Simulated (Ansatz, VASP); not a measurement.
## Two plane-wave programs on CdSe

The input POSCAR:

```
CdSe
1.0
    0.0000000000      3.0702712000      3.0702712000
    3.0702712000      0.0000000000      3.0702712000
    3.0702712000      3.0702712000      0.0000000000
Cd Se
1 1
Direct
    0.0000000000      0.0000000000      0.0000000000
    0.7500000000      0.7500000000      0.7500000000
```

Contents of INCAR.step1:

```
PREC     = Accurate       # precision mode
ENCUT    = 400            # plane-wave cutoff, eV
EDIFF    = 1E-5           # SCF threshold, eV
ISMEAR   = 0              # smearing method
SIGMA    = 0.02           # smearing width, eV
LREAL    = F              # projectors in reciprocal space
LASPH    = T              # aspherical terms in the spheres
NELM     = 120            # most SCF steps
ALGO     = Normal         # electronic algorithm
ISIF     = 2              # what is computed and relaxed
LWAVE    = T              # write WAVECAR
LCHARG   = F              # write CHGCAR
GGA      = PE             # functional
NBANDS   = 16             # bands
GGA_COMPAT= F
```

File INCAR.step2:

```
PREC     = Accurate       # precision mode
ENCUT    = 400            # plane-wave cutoff, eV
EDIFF    = 1E-6           # SCF threshold, eV
ISMEAR   = 0              # smearing method
SIGMA    = 0.02           # smearing width, eV
LREAL    = F              # projectors in reciprocal space
LASPH    = T              # aspherical terms in the spheres
NELM     = 120            # most SCF steps
ALGO     = Normal         # electronic algorithm
ISIF     = 2              # what is computed and relaxed
LWAVE    = F              # write WAVECAR
LCHARG   = F              # write CHGCAR
GGA      = PE             # functional
LHFCALC  = T              # exact exchange
HFSCREEN = 0.2079         # screening, 1/A
PRECFOCK = Normal       
ISTART   = 1            
NBANDS   = 16             # bands
GGA_COMPAT= F
```

File KPOINTS:

```
Automatic mesh
0
Gamma
  5 5 5
```

input.yaml

```yaml
crystal:
  lattice: { a: 6.1405424, b: 6.1405424, c: 6.1405424, alpha: 90.0, beta: 90.0, gamma: 90.0 }
  space_group: 216
  reduce_to_primitive: true
  atoms:
    - { symbol: Cd, wyckoff: "4a", position: [0.0, 0.0, 0.0] }
    - { symbol: Se, wyckoff: "4d", position: [0.25, 0.25, 0.75] }
hamiltonian:
  xc: hse06
  pseudopotentials: { kind: nc, source: spms }
kpoints:
  mp_grid: { grid: [5, 5, 5] }
  band_path:
    path:
      - [[0.0, 0.0, 0.0], [0.5, 0.0, 0.5], [0.5, 0.25, 0.75], [0.375, 0.375, 0.75], [0.0, 0.0, 0.0], [0.5, 0.5, 0.5], [0.625, 0.25, 0.625], [0.5, 0.25, 0.75], [0.5, 0.5, 0.5], [0.375, 0.375, 0.75]]
      - [[0.625, 0.25, 0.625], [0.5, 0.0, 0.5]]
    npoints: 4
scf:
  occupations: { method: gaussian, width: 0.02 }
  n_extra_bands: 6
output:
  forces: true
  stress: true
  eigenvalues: true
  fatbands: false
```

Alike in both runs: functional HSE06; k mesh 5 × 5 × 5; occupations gaussian, width 0.02 eV; no spin polarisation.

|  | VASP | Ansatz |
| --- | --- | --- |
| version | VASP 6.6.1 | Ansatz 0.2.0 |
| potentials or method | VASP PAW PBE potentials, release 64 (Cd, Se) | SPMS NC |
| plane-wave cutoff (eV) | 400 | 816 |
| valence electrons in the cell | 18 | 36 |
| task | single point | band structure |

```csv
,VASP,Ansatz,Ansatz less VASP
gap on the k mesh at the Fermi level (eV),1.48,1.63,+0.143
least direct gap on the mesh (eV),1.48,1.63,+0.143
pressure (GPa),-0.1,-0.6,-0.41
```

VASP's potentials hold 18 valence electrons a cell and Ansatz's 36, so a difference there can come from the potentials and not from the codes.
